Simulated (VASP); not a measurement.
The system is CoSi2.

```
Co Si
1.0
     0.00000    2.68018    2.68018
     2.68018    0.00000    2.68018
     2.68018    2.68018    0.00000
Co Si
1 2
Direct
  0.00000 0.00000 0.00000
  0.25000 0.25000 0.25000
  0.75000 0.75000 0.75000
```

Base run:

* Program: VASP 6.6.1
* Functional: PBE
* Potentials or basis: VASP PAW PBE potentials, release 64 (Co, Si)
* Cutoff: 520 eV
* k mesh: 14 × 14 × 14
* Occupations: gaussian, width 0.15 eV
* Spin: collinear spin, ferromagnetic start
* Starting moments: [0.275, 0.0, 0.0] μB
* Fixed moment: 0.275 μB

Its results: pressure 0.0 GPa; site moments Co +0.18; Si +0.02 μB.

**Question.** The run is repeated on the same cell with these changes: fixed moment from 0.275 μB to 0.825 μB; moments at the start from [0.28, 0.0, 0.0] to [0.82, 0.0, 0.0]. What comes out?

**Answer.** Pressure 2.4 GPa; site moments Co +0.50; Si +0.06 μB.

Caveats: the total moment is fixed, so each spin has its own Fermi level.
